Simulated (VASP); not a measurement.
A run of VASP 6.6.1 is set up as follows.

Contents of POSCAR:

```
SrTiO3
1.0
    3.8934913981      0.0000000000      0.0000000000
    0.0000000000      3.8934913981      0.0000000000
    0.0000000000      0.0000000000      3.8934913981
Sr Ti O
1 1 3
Direct
    0.5000000000      0.5000000000      0.5000000000
    0.0000000000      0.0000000000      0.0000000000
    0.5000000000      0.0000000000      0.0000000000
    0.0000000000      0.5000000000      0.0000000000
    0.0000000000      0.0000000000      0.5000000000
```

Contents of INCAR.step1:

```
SYSTEM = SrTiO3
  PREC = Accurate
  ENCUT = 660
  ISMEAR = 0
  SIGMA = 0.01
  LREAL = .FALSE.
  LASPH = .TRUE.
  NELM = 120
  NBANDS = 28
  GGA = PE
  ALGO = Normal
  EDIFF = 1E-5
  LWAVE = .TRUE.
  LCHARG = .FALSE.
  GGA_COMPAT = .FALSE.
```

INCAR.step2

```
SYSTEM = SrTiO3
  PREC = Accurate
  ENCUT = 660
  EDIFF = 1E-6
  ISMEAR = 0
  SIGMA = 0.01
  LREAL = .FALSE.
  LASPH = .TRUE.
  NELM = 120
  ALGO = Normal
  ISIF = 2
  LWAVE = .FALSE.
  LCHARG = .FALSE.
  METAGGA = R2SCAN
  LMIXTAU = .TRUE.
  NBANDS = 28
  ISTART = 1
  GGA_COMPAT = .FALSE.
```

KPOINTS

```
Automatic mesh
0
G
  6 6 6
  0 0 0
```

Potentials or basis: VASP PAW PBE potentials, release 64 (Sr_sv, Ti_sv, O).

The run is started by

```bash
$ cat potpaw_PBE.64/Sr_sv/POTCAR potpaw_PBE.64/Ti_sv/POTCAR potpaw_PBE.64/O/POTCAR > POTCAR
$ cp INCAR.step1 INCAR
$ mpirun -np 1 vasp_std > vasp.out
$ cp INCAR.step2 INCAR
$ mpirun -np 1 vasp_std > vasp.out
```

Task: What does it give for the pressure?

Result: 2.8 GPa.

Task: What does it give for the band gap on the k mesh?

Result: 2.30 eV (least direct gap 2.67 eV).

Caveat: the PAW data sets were made with another functional, which shifts forces and pressure a little. A k mesh can miss the band edges.
